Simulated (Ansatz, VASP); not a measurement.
## C in VASP and in Ansatz

```
C
1.0
     0.00000    1.78340    1.83690
     1.78340    0.00000    1.83690
     1.78340    1.78340    0.00000
C
2
Direct
  0.50000 0.50000 0.50000
  0.75000 0.75000 0.75000
```

Change from the starting cell: strain +0.000 along x and y, +0.030 along z, atoms carried along.

Alike in both runs: task single point; functional r2SCAN; k mesh 12 × 12 × 12; occupations gaussian, width 0.05 eV; no spin polarisation.

```csv
,VASP,Ansatz
version,VASP 6.6.1,Ansatz 0.2.0
potentials or method,"VASP PAW PBE potentials, release 64 (C), cutoff 520 eV","scalar-relativistic, plane waves, PAW"
valence electrons in the cell,8,8
```

```csv
,VASP,Ansatz,Ansatz less VASP
gap on the k mesh at the Fermi level (eV),3.89,3.92,+0.028
least direct gap on the mesh (eV),5.47,5.52,+0.042
pressure (GPa),-13.8,-14.8,-0.98
"traceless stress, the component that is largest in VASP (GPa)",-19.32,-19.35,-0.032
```

VASP's potentials were made for PBE, not for r2SCAN. The functional is the same, so the differences come from potentials, cutoffs and numerics.
